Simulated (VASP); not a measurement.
KTaO3: single point with r2SCAN+U

KTaO3:

```
Ta K O
1.0
     4.00339    0.00000    0.00000
     0.00000    4.00339    0.00000
     0.00000    0.00000    4.00339
Ta K O
1 1 3
Direct
  0.00000 0.00000 0.00000
  0.50000 0.50000 0.50000
  0.00000 0.00000 0.50000
  0.00000 0.50000 0.00000
  0.50000 0.00000 0.00000
```

```
Program                : VASP 6.6.1
Task                   : single point
Functional             : r2SCAN
Potentials or basis    : VASP PAW PBE potentials, release 64 (Ta_pv, K_sv, O)
Cutoff                 : 520 eV
k mesh                 : 7 × 7 × 7
Occupations            : fermi-dirac, width 0.05 eV
Spin                   : no spin polarisation
Hubbard terms          : Ta d U = 6.0 eV
Dipole correction      : no
Further INCAR settings : ALGO = Normal; EDIFF = 1e-07; NBANDS = 27
```

The pressure is 5.0 GPa. The band gap on the k mesh is 3.57 eV (least direct gap 4.24 eV).

Levels at points of the mesh, in eV from the valence-band top:
| k point | band 16 | band 17 | band 18 | band 19 | band 20 | band 21 | band 22 | band 23 |
| --- | --- | --- | --- | --- | --- | --- | --- | --- |
| (0.00, 0.00, 0.00) | -1.04 | -0.67 | -0.67 | -0.67 | 3.57 | 3.57 | 3.57 | 7.23 |

Eigenvalues of the final occupation matrices:
```tsv
site	spin	trace	eigenvalues
site 1 d	1	0.89	0.12 0.12 0.12 0.27 0.27
site 1 d	2	0.89	0.12 0.12 0.12 0.27 0.27
```

Run time: 2.3 min on 1 thread of AMD EPYC 7R13, with other jobs on the host, peak memory 0.19 GiB.

Caveat: the cell stands under pressure; the PAW data sets were made with another functional, which shifts forces and pressure a little; spin-orbit coupling is left out, which moves the levels of the heavy elements; an odd mesh through Γ misses points on the zone boundary, where band edges can lie.
